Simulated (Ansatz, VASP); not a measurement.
**Two plane-wave programs on RbBr**

```xyz
2
Lattice="0.0000 3.3117 3.4608 3.3117 0.0000 3.4608 3.3117 3.3117 0.0000" Properties=species:S:1:pos:R:3 pbc="T T T"
Rb    0.0000    0.0000    0.0000
Br    3.3117    3.3117    3.4608
```

Change from the starting cell: biaxial_xy strain -4.3%.

Alike in both runs: task single point; functional HSE06; k mesh 4 × 4 × 4; no spin polarisation.

|  | VASP | Ansatz |
| --- | --- | --- |
| version | VASP 6.6.1 | Ansatz 0.2.0 |
| potentials or method | VASP PAW PBE potentials, release 64 (Rb_sv, Br) | plane waves, PAW |
| plane-wave cutoff (eV) | 520 | 420 |
| occupations | gaussian, width 0.01 eV | fixed |
| valence electrons in the cell | 16 | 16 |

|  | VASP | Ansatz | Ansatz less VASP |
| --- | --- | --- | --- |
| gap on the k mesh at the Fermi level (eV) | 5.66 | 5.66 | +0.003 |
| pressure (GPa) | 2.0 | 2.0 | -0.01 |
| traceless stress, the component that is largest in VASP (GPa) | -1.22 | -1.21 | +0.009 |

Ansatz's warnings: stress exchange threshold loose, stress scf threshold loose.
